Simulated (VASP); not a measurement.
## SnS2 (Berndtite-2T): single point with PBE

SnS2 (Berndtite-2T):

```
Sn S
1.0
     3.63900    0.00000    0.00000
    -1.81950    3.15147    0.00000
     0.00000    0.00000    5.92668
Sn S
1 2
Direct
  0.00000 0.00000 0.00000
  0.33333 0.66667 0.25000
  0.66667 0.33333 0.75000
```

| Item | Value |
| --- | --- |
| Program | VASP 6.6.1 |
| Task | single point |
| Functional | PBE |
| Potentials or basis | VASP PAW PBE potentials, release 64 (Sn_d, S) |
| Cutoff | 500 eV |
| k mesh | 6 × 6 × 4 |
| Occupations | fermi-dirac, width 0.05 eV |
| Spin | no spin polarisation |
| Dipole correction | no |
| Further INCAR settings | ALGO = Normal; EDIFF = 1e-06; NBANDS = 20 |

```json
{
  "Pressure": "3.4 GPa",
  "Largest force": "0.082 eV/Å",
  "Band gap on the k mesh": "1.52 eV, indirect (least direct gap 1.90 eV)"
}
```

Forces on the atoms (eV/Å):
```
Sn   0.000  0.000  0.000
S    0.000  0.000  0.082
S    0.000  0.000 -0.082
```

Stress tensor (GPa, compression positive):
```
3.74 0.00 0.00
0.00 3.74 0.00
0.00 0.00 2.62
```

Levels at points of the mesh, in eV from the valence-band top:
```
           k point  band 10  band 11  band 12  band 13  band 14  band 15  band 16  band 17
(0.00, 0.00, 0.00)    -0.53    -0.26    -0.26     0.00     2.05     3.78     5.54     5.54
(0.50, 0.00, 0.00)    -2.68    -2.43    -0.98    -0.22     1.78     4.56     6.00     6.19
(0.00, 0.00, 0.50)    -0.62    -0.62    -0.12    -0.12     3.21     3.85     5.30     5.30
(0.50, 0.00, 0.50)    -2.27    -1.79    -0.67    -0.55     1.53     4.75     5.58     6.42
```

Run time: 35 s on 1 thread of AMD EPYC 9R45 (Zen 5), on a shared host, peak memory 0.15 GiB.

Caveat: spin-orbit coupling is left out, which moves the levels of the heavy elements; this functional lacks dispersion, which binds the layers, so the pressure and a relaxed spacing across them are unreliable. A k mesh can miss the band edges.
